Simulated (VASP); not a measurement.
ZrC, 2 atoms in the cell. It takes space group R-3m (No. 166, trigonal). Conventional cell: a = 3.307 Å, b = 3.307 Å, c = 8.223 Å, α = 90.00°, β = 90.00°, γ = 120.00°. Zr (site symmetry -3m) has 6 C at 2.35 Å within 3.1 Å. C (site symmetry -3m) has 6 Zr at 2.35 Å within 3.1 Å.  This cell differs from its parent crystal: equal xy, yz and zx shear strains of +1 %.

* Program: VASP 6.6.1
* Task: single point
* Functional: PBEsol
* Potentials or basis: VASP PAW PBE potentials, release 64 (Zr_sv, C)
* Cutoff: 520 eV
* k mesh: 15 × 15 × 15
* Occupations: fermi-dirac, width 0.05 eV
* Spin: no spin polarisation
* Dipole correction: no
* Further INCAR settings: ALGO = Normal; EDIFF = 1e-06; NBANDS = 15

Potentials or basis: VASP PAW PBE potentials, release 64 (Zr_sv, C).

Command:

```bash
$ cat potpaw_PBE.64/Zr_sv/POTCAR potpaw_PBE.64/C/POTCAR > POTCAR
$ mpirun -np 1 vasp_std > vasp.out
```

Hardware: 1 thread of Intel(R) Xeon(R) 6975P-C (Granite Rapids), with other jobs on the host.

Problem. How long does it take, and how much memory?

Solution. Wall time 66 s on 1 thread of Intel(R) Xeon(R) 6975P-C (Granite Rapids) (shared host), peak memory 0.26 GiB. Counts: scf iterations 13, k points 344.
